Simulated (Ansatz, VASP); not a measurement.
**One calculation of LiF, two programs**

```
CELL_PARAMETERS angstrom
0.00000 2.06170 2.06170
2.06170 0.00000 2.06170
2.06170 2.06170 0.00000
ATOMIC_POSITIONS crystal
Li 0.00000 0.00000 0.00000
F 0.50000 0.50000 0.50000
```

Change from the starting cell: hydrostatic strain +3.4%.

Alike in both runs: task single point; functional r2SCAN; k mesh 10 × 10 × 10; no spin polarisation.

```csv
,VASP,Ansatz
version,VASP 6.6.1,Ansatz 0.2.0
potentials or method,"VASP PAW PBE potentials, release 64 (Li_sv, F_h)","plane waves, PAW"
plane-wave cutoff (eV),910,500
occupations,"gaussian, width 0.01 eV",fixed
valence electrons in the cell,10,10
```

Ansatz gave:

```
gap on the k mesh at the Fermi level (eV) : 9.44
```

Which values does VASP return?

gap on the k mesh at the Fermi level (eV): 9.61.

VASP's potentials were made for PBE, not for r2SCAN.

Noted on VASP's run: the cutoff is short for stress, so the pressure is rough.
